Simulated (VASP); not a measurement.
Write the native input for VASP 6.6.1 that does the following.

```
Task                   : single point
Functional             : PBE
Potentials or basis    : VASP PAW PBE potentials, release 64 (Cd, Te)
Cutoff                 : 520 eV
k mesh                 : 8 × 8 × 8
Occupations            : gaussian, width 0.05 eV
Spin                   : no spin polarisation
Dipole correction      : no
Further INCAR settings : ALGO = Normal; EDIFF = 1e-07; NBANDS = 16
```

The structure of CdTe lies in POSCAR:

```
CdTe
1.0
    0.0000000000      3.2050000000      3.3011500000
    3.2050000000      0.0000000000      3.3011500000
    3.2050000000      3.2050000000      0.0000000000
Cd Te
1 1
Direct
    0.0000000000      0.0000000000      0.0000000000
    0.7500000000      0.7500000000      0.7500000000
```

This cell differs from its parent crystal: strain +0.000 along x and y, +0.030 along z.

One way to write it, as run:

INCAR

```
SYSTEM = CdTe
  ALGO = Normal
  EDIFF = 1E-7
  ENCUT = 520
  GGA = PE
  ISIF = 2
  ISMEAR = 0
  LASPH = .TRUE.
  LCHARG = .FALSE.
  LREAL = .FALSE.
  LWAVE = .FALSE.
  NBANDS = 16
  NELM = 80
  PREC = Accurate
  SIGMA = 0.05
```

KPOINTS

```
k-points
0
G
  8 8 8
  0 0 0
```

Potentials or basis: VASP PAW PBE potentials, release 64 (Cd, Te).

Command:

```console
$ cat potpaw_PBE.64/Cd/POTCAR potpaw_PBE.64/Te/POTCAR > POTCAR
$ mpirun -np 1 vasp_std > vasp.out
```

It gave:

* Pressure: 2.9 GPa
* Band gap on the k mesh: 0.74 eV

Caveat: the cell differs from its parent crystal (strain +0.000 along x and y, +0.030 along z); semilocal functionals underestimate gaps, and a narrow one can read as zero; spin-orbit coupling is left out, which moves the levels of the heavy elements.

Run time: 80 s on 1 thread of Intel Xeon 8259CL, on a shared host, peak memory 0.24 GiB.
